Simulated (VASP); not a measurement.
A run of VASP 6.6.1 is set up as follows.

The input INCAR:

```
PREC = Accurate ; ENCUT = 520
EDIFF = 1E-6 ; ISMEAR = -1
SIGMA = 0.05 ; LREAL = False
LASPH = True ; NELM = 60
ALGO = Normal ; ISIF = 2
LWAVE = False ; LCHARG = False
GGA = PS ; NBANDS = 21
```

KPOINTS

```
regular mesh
0
Gamma
  11 11 11
```

POSCAR

```
Ge
1.0
   -2.4847619372      2.4845085707      1.3450604586
    2.4847619372     -2.4845085707      1.3450604586
    2.4847619372      2.4845085707     -1.3450604586
Ge
2
Direct
    0.3750716700      0.1250716700      0.2500000000
    0.6249283300      0.8749283300      0.7500000000
```

Potentials or basis: VASP PAW PBE potentials, release 64 (Ge_d).

Run with:

```console
$ cat potpaw_PBE.64/Ge_d/POTCAR > POTCAR
$ mpirun -np 1 vasp_std > vasp.out
```

**Question.** Estimate the band gap on the k mesh.

**Answer.** Zero (band 14 reaches 9.98 eV, above the bottom of band 15 at 4.52 eV).

**Question.** What does it give for the pressure?

**Answer.** 9.9 GPa.

Caveat: the PAW data sets were made with another functional, which shifts forces and pressure a little.
